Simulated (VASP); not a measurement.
A run of VASP 6.6.1 is set up as follows.

POSCAR

```
MgO
1.0
    0.0000000000      2.0809329073      2.0809329073
    2.0809329073      0.0000000000      2.0809329073
    2.0809329073      2.0809329073      0.0000000000
Mg O
1 1
Direct
    0.0000000000      0.0000000000      0.0000000000
    0.5000000000      0.5000000000      0.5000000000
```

INCAR.step1

```
ALGO = Normal ; EDIFF = 1E-5
ENCUT = 660 ; GGA = PE
GGA_COMPAT = False ; ISMEAR = 0
LASPH = True ; LCHARG = False
LREAL = False ; LWAVE = True
NBANDS = 15 ; NELM = 120
PREC = Accurate ; SIGMA = 0.02
```

The input INCAR.step2:

```
ALGO = Normal ; EDIFF = 1E-6
ENCUT = 660 ; GGA_COMPAT = False
ISIF = 2 ; ISMEAR = 0
ISTART = 1 ; LASPH = True
LCHARG = False ; LMIXTAU = True
LREAL = False ; LWAVE = False
METAGGA = R2SCAN ; NBANDS = 15
NELM = 120 ; PREC = Accurate
SIGMA = 0.02
```

KPOINTS

```
k-points
0
Gamma
  10 10 10
```

Potentials or basis: VASP PAW PBE potentials, release 64 (Mg_sv, O).

Command:

```sh
$ cat potpaw_PBE.64/Mg_sv/POTCAR potpaw_PBE.64/O/POTCAR > POTCAR
$ cp INCAR.step1 INCAR
$ mpirun -np 1 vasp_std > vasp.out
$ cp INCAR.step2 INCAR
$ mpirun -np 1 vasp_std > vasp.out
```

(1) Estimate the band gap on the k mesh.

(2) What does it give for the pressure?

Results:

(1) 6.03 eV, direct.

(2) 4.9 GPa.

Caveat: the PAW data sets were made with another functional, which shifts forces and pressure a little.
